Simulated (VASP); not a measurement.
# Sn4Se3 (R-3m) in VASP: single point with PBE

Aim: the single point of Sn4Se3 with PBE.

Program: VASP 6.6.1. These are calculated values, not measurements. Logs are shortened: lines on timing, memory, paths and dates and some standing lists are left out, and cuts for length are marked.

## 1. The cell of the first run

The typed cell holds 7 atoms: a = 5.984 Å, b = 5.984 Å, c = 5.984 Å, α = 89.98°, β = 89.98°, γ = 89.98°.

The cell was generated, and may not be a known phase.

## 2. Single point, PBE

The input, INCAR:

```
PREC = Accurate
ENCUT = 520
EDIFF = 1E-6
ISMEAR = 0
SIGMA = 0.1
LREAL = False
LASPH = True
NELM = 80
ALGO = Normal
ISIF = 2
LWAVE = False
LCHARG = False
GGA = PE
NBANDS = 46
```

The input, KPOINTS:

```
Automatic mesh
0
Gamma
  6 6 6
```

The input, POSCAR:

```
Sn4Se3
1.0
    4.2310707433      2.4428098326      3.4560501933
   -4.2310707433      2.4428098326      3.4560501933
    0.0000000000     -4.8856196652      3.4560501933
Sn Se
4 3
Direct
    0.0000000000      0.0000000000      0.5000000000
    0.5000000000      0.0000000000      0.0000000000
    0.0000000000      0.5000000000      0.0000000000
    0.5000000000      0.5000000000      0.5000000000
    0.5000000000      0.5000000000      0.0000000000
    0.0000000000      0.5000000000      0.5000000000
    0.5000000000      0.0000000000      0.5000000000
```

Potentials or basis: VASP PAW PBE potentials, release 64 (Sn_d, Se).

Command:

```bash
cat potpaw_PBE.64/Sn_d/POTCAR potpaw_PBE.64/Se/POTCAR > POTCAR
mpirun -np 1 vasp_std > vasp.out
```

OUTCAR:

```text
PREC = Accurate
   ENCUT = 520
   EDIFF = 1E-6
   ISMEAR = 0
   LREAL = False
   LASPH = True
   NELM = 80
   ISIF = 2
   GGA = PE

 ion  position               nearest neighbor table
   1  0.000  0.000  0.500-   6 2.99   7 2.99   6 2.99   7 2.99
   2  0.500  0.000  0.000-   7 2.99   7 2.99   5 2.99   5 2.99
   3  0.000  0.500  0.000-   6 2.99   6 2.99   5 2.99   5 2.99
   4  0.500  0.500  0.500-   5 2.99   5 2.99   7 2.99   6 2.99   7 2.99   6 2.99
   5  0.500  0.500  0.000-   4 2.99   4 2.99   2 2.99   3 2.99   2 2.99   3 2.99
   6  0.000  0.500  0.500-   3 2.99   3 2.99   4 2.99   1 2.99   1 2.99   4 2.99
   7  0.500  0.000  0.500-   2 2.99   2 2.99   4 2.99   1 2.99   4 2.99   1 2.99

  LATTYP: Found a trigonal (rhomboedric) cell.
 ALAT       =     5.9844433702
 COS(alpha) =     0.0002692606

  Lattice vectors:

 A1 = (   4.2310707433,   2.4428098326,   3.4560501933)
 A2 = (  -4.2310707433,   2.4428098326,   3.4560501933)
 A3 = (   0.0000000000,  -4.8856196652,   3.4560501933)

Analysis of symmetry for initial positions (statically):
=====================================================================
 Subroutine PRICEL returns:
 Original cell was already a primitive cell.

 Routine SETGRP: Setting up the symmetry group for a
 trigonal (rhombohedral) supercell.

 Subroutine GETGRP returns: Found 12 space group operations
 (whereof 12 operations were pure point group operations)
 out of a pool of 12 trial point group operations.

The static configuration has the point symmetry D_3d.

Analysis of symmetry for dynamics (positions and initial velocities):
=====================================================================
 Subroutine PRICEL returns:
 Original cell was already a primitive cell.

 Routine SETGRP: Setting up the symmetry group for a
 trigonal (rhombohedral) supercell.

 Subroutine GETGRP returns: Found 12 space group operations
 (whereof 12 operations were pure point group operations)
 out of a pool of 12 trial point group operations.

The dynamic configuration has the point symmetry D_3d.

 Subroutine INISYM returns: Found 12 space group operations
 (whereof 12 operations are pure point group operations),
 and found     1 'primitive' translations

----------------------------------------------------------------------------------------

                                     Primitive cell

  volume of cell :     214.3242

  direct lattice vectors                    reciprocal lattice vectors
     4.231070743  2.442809833  3.456050193     0.118173396  0.068227442  0.096449217
    -4.231070743  2.442809833  3.456050193    -0.118173396  0.068227442  0.096449217
     0.000000000 -4.885619665  3.456050193     0.000000000 -0.136454884  0.096449217

  length of vectors
     5.984443370  5.984443370  5.984443370     0.167099931  0.167099931  0.167099931

  position of ions in fractional coordinates (direct lattice)
     0.000000000  0.000000000  0.500000000
     0.500000000  0.000000000  0.000000000
     0.000000000  0.500000000  0.000000000
     0.500000000  0.500000000  0.500000000
     0.500000000  0.500000000  0.000000000
     0.000000000  0.500000000  0.500000000
     0.500000000  0.000000000  0.500000000

  ion indices of the primitive-cell ions
   primitive index   ion index
                 1           1
                 2           2
                 3           3
                 4           4
                 5           5
                 6           6
                 7           7

----------------------------------------------------------------------------------------

 KPOINTS: Automatic mesh

Automatic generation of k-mesh.
 Grid dimensions read from file:
 generate k-points for:    6    6    6

 Generating k-lattice:

  Cartesian coordinates                     Fractional coordinates (reciprocal lattice)
     0.019695566  0.011371240  0.016074869     0.166666667  0.000000000  0.000000000
    -0.019695566  0.011371240  0.016074869     0.000000000  0.166666667  0.000000000
     0.000000000 -0.022742481  0.016074869     0.000000000  0.000000000  0.166666667

  Length of vectors
     0.027849988  0.027849988  0.027849988

  Shift w.r.t. Gamma in fractional coordinates (k-lattice)
     0.000000000  0.000000000  0.000000000

 Subroutine IBZKPT returns following result:
 ===========================================

 Found     32 irreducible k-points:

 Following reciprocal coordinates:
            Coordinates               Weight
  0.000000  0.000000  0.000000      1.000000
  0.166667  0.000000 -0.000000      6.000000
  0.333333 -0.000000 -0.000000      6.000000
  0.500000 -0.000000 -0.000000      3.000000
  0.166667  0.166667 -0.000000      6.000000
  0.333333  0.166667  0.000000     12.000000
[... 16 lines left out ...]
  0.500000  0.500000  0.166667      6.000000
 -0.333333  0.500000  0.166667     12.000000
 [... further k-points ...]
   k-points           NKPTS =     32   k-points in BZ     NKDIM =     32   number of bands    NBANDS=     46
   number of dos      NEDOS =    301   number of ions     NIONS =      7
   total plane-waves  NPLWV = 110592
   dimension x,y,z NGX =    48 NGY =   48 NGZ =   48
   dimension x,y,z NGXF=    96 NGYF=   96 NGZF=   96
   ions per type =               4   3
   NGX,Y,Z   is equivalent  to a cutoff of  13.33, 13.33, 13.33 a.u.
   NGXF,Y,Z  is equivalent  to a cutoff of  26.67, 26.67, 26.67 a.u.
 SYSTEM =  unknown system
   PREC   = accura    normal or accurate (medium, high low for compatibility)
   ISTART =      0    job   : 0-new  1-cont  2-samecut
   ICHARG =      2    charge: 1-file 2-atom 10-const
   ISPIN  =      1    spin polarized calculation?
   LNONCOLLINEAR =      F non collinear calculations
   LSORBIT =      F    spin-orbit coupling
   LASPH  =      T    aspherical Exc in radial PAW
   ENCUT  =  520.0 eV  38.22 Ry    6.18 a.u.  11.13 11.13 11.13*2*pi/ulx,y,z
   NELM   =     80;   NELMIN=  2; NELMDL= -5     # of ELM steps
   EDIFF  = 0.1E-05   stopping-criterion for ELM
   LREAL  =      F    real-space projection
   EDIFFG = 0.1E-04   stopping-criterion for IOM
   NSW    =      0    number of steps for IOM
   IBRION =     -1    ionic relax: 0-MD 1-quasi-New 2-CG
   NFREE  =      0    steps in history (QN), initial steepest desc. (CG)
   ISIF   =      2    stress and relaxation
   ISYM   =      2    0-nonsym 1-usesym 2-fastsym
   POTIM  = 0.5000    time-step for ionic-motion
   TEBEG  =    0.0;   TEEND  =   0.0 temperature during run
   PSTRESS=    0.0 pullay stress
   NELECT =      74.0000    total number of electrons
   NUPDOWN=      -1.0000    fix difference up-down
   EMIN   =  10.00;   EMAX   =-10.00  energy-range for DOS
   EFERMI =   0.00;   METHOD = LEGACY
   ISMEAR =     0;   SIGMA  =   0.10  broadening in eV -4-tet -1-fermi 0-gaus
   EFERMI_NEDOS =   21; number of points for ismear=-14 and -15
   IALGO  =     38    algorithm
   IMIX   =      4    mixing-type and parameters
     AMIX     =   0.40;   BMIX     =  1.00
     AMIX_MAG =   1.60;   BMIX_MAG =  1.00
  volume/ion in A,a.u.               =      30.62       206.62
  Fermi-wavevector in a.u.,A,eV,Ry     =   1.148493  2.170337 17.946574  1.319036
  Thomas-Fermi vector in A             =   2.285168
   LORBIT       =      0    0 simple, 1 ext, 2 COOP (PROOUT), +10 PAW based schemes
   GGA     = PE    functional components
   LHFCALC =     F    Hartree Fock is set to
   AEXX    =    0.0000 exact exchange contribution
   IVDW    =     0    specifies the selected vdW correction
   LEPSILON=     F    determine dielectric tensor
   LRPA    =     F    only Hartree local field effects (RPA)
 non-spin polarized calculation
 Gauss-broadening in eV      SIGMA  =   0.10
  energy-cutoff  :      520.00
  volume of cell :      214.32
 maximum number of plane-waves:      5832
 NGX is ok and might be reduce to    48
   NGX = 23   NGY = 23   NGZ = 23

 number of electron      73.9999994 magnetization

 Free energy of the ion-electron system (eV)
  ---------------------------------------------------
  ext. energy  EPLUGINS =         0.00000000
  ---------------------------------------------------
  free energy    TOTEN  =       -27.20739811 eV

  energy without entropy =      -27.20389565  energy(sigma->0) =      -27.20564688

 E-fermi :   5.1835     XC(G=0):  -9.1500

 val. band max:        5.1129664466   @ k =  -0.3333   0.3333   0.0000
 cond. band min:       5.3095226101   @ k =   0.5000   0.1667   0.0000
 fundamental gap:      0.1965561635
 Fermi energy:         5.1835481248

 k-point     1 :       0.0000    0.0000    0.0000
  band No.  band energies     occupation
      1     -16.7896      2.00000
      2     -16.7896      2.00000
      3     -16.7651      2.00000
      4     -16.7651      2.00000
      5     -16.7651      2.00000
      6     -16.7604      2.00000
[... 38 lines left out ...]
     45       9.4849      0.00000
     46       9.5770      0.00000

 k-point     2 :       0.1667    0.0000   -0.0000
  band No.  band energies     occupation
      1     -16.7881      2.00000
      2     -16.7876      2.00000
      3     -16.7648      2.00000
      4     -16.7644      2.00000
      5     -16.7644      2.00000
      6     -16.7615      2.00000
[... 38 lines left out ...]
     45       9.5276      0.00000
     46       9.5286      0.00000

 k-point     3 :       0.3333   -0.0000   -0.0000
  band No.  band energies     occupation
      1     -16.7851      2.00000
      2     -16.7828      2.00000
      3     -16.7645      2.00000
      4     -16.7644      2.00000
      5     -16.7630      2.00000
      6     -16.7630      2.00000
[... 1018 lines left out ...]
     45       7.5932      0.00000
     46       8.7342      0.00000

 k-point    24 :      -0.3333    0.5000    0.1667
  band No.  band energies     occupation
      1     -16.7784      2.00000
      2     -16.7766      2.00000
      3     -16.7711      2.00000
      4     -16.7651      2.00000
      5     -16.7624      2.00000
      6     -16.7608      2.00000
[... 38 lines left out ...]
     45       7.7716      0.00000
     46       8.4812      0.00000

 [... further k-points ...]

------------------------ aborting loop because EDIFF is reached ----------------------------------------

  FORCE on cell =-STRESS in cart. coord.  units (eV):
  Direction    XX          YY          ZZ          XY          YZ          ZX
  --------------------------------------------------------------------------------------
  -------------------------------------------------------------------------------------
  Total       -0.0684749     -0.0684749     -0.0755787     -0.0000000      0.0000000      0.0000000
  in kB       -0.5118830     -0.5118830     -0.5649872     -0.0000000      0.0000000      0.0000000
  external PRESSURE =      -0.5295844 kB  Pullay stress =       0.0000000 kB

 VOLUME and BASIS-vectors are now :
 -----------------------------------------------------------------------------
  energy-cutoff  :      520.00
  volume of cell :      214.32
      direct lattice vectors                 reciprocal lattice vectors
     4.231070743  2.442809833  3.456050193     0.118173396  0.068227442  0.096449217
    -4.231070743  2.442809833  3.456050193    -0.118173396  0.068227442  0.096449217
     0.000000000 -4.885619665  3.456050193     0.000000000 -0.136454884  0.096449217

 POSITION                                       TOTAL-FORCE (eV/Angst)
 -----------------------------------------------------------------------------------
      0.00000     -2.44281      1.72803        -0.000000     -0.000000      0.000000
      2.11554      1.22140      1.72803         0.000000     -0.000000      0.000000
     -2.11554      1.22140      1.72803        -0.000000      0.000000     -0.000000
      0.00000      0.00000      5.18408         0.000000      0.000000     -0.000000
      0.00000      2.44281      3.45605         0.000000     -0.000000      0.000000
     -2.11554     -1.22140      3.45605         0.000000      0.000000      0.000000
      2.11554     -1.22140      3.45605         0.000000      0.000000      0.000000
 -----------------------------------------------------------------------------------
    total drift:                               -0.000000     -0.000000      0.000000

  FREE ENERGIE OF THE ION-ELECTRON SYSTEM (eV)
  ---------------------------------------------------
  free  energy   TOTEN  =       -27.2073981115 eV

  energy  without entropy=      -27.2038956455  energy(sigma->0) =      -27.20564688
```

It took 2.5 min on 1 thread of AMD EPYC 9R45 (Zen 5), shared host; peak memory 0.45 GiB.

What came out:

| Property | Result |
| --- | --- |
| Free energy | -27.2074 eV |
| Pressure | -0.1 GPa |
| Band gap on the k mesh | zero (bands 37 and 38 overlap by 1.36 eV) |

Levels at points of the mesh, in eV from the Fermi level:
| k point | band 35 | band 36 | band 37 | band 38 | band 39 | band 40 |
| --- | --- | --- | --- | --- | --- | --- |
| (0.00, 0.00, 0.00) | -3.16 | -3.16 | 0.98 | 0.98 | 0.98 | 3.04 |
| (0.50, 0.00, 0.00) | -1.67 | -1.02 | 0.33 | 0.33 | 0.33 | 1.20 |
| (0.50, 0.50, 0.00) | -1.35 | -0.81 | -0.41 | -0.38 | 0.37 | 0.38 |
| (0.50, 0.50, 0.50) | -0.37 | -0.37 | -0.14 | -0.14 | -0.14 | 0.36 |

Caveat: spin-orbit coupling is left out, which moves the levels of the heavy elements.

The gap in the log of VASP goes by the Fermi energy; the results here count the filled bands.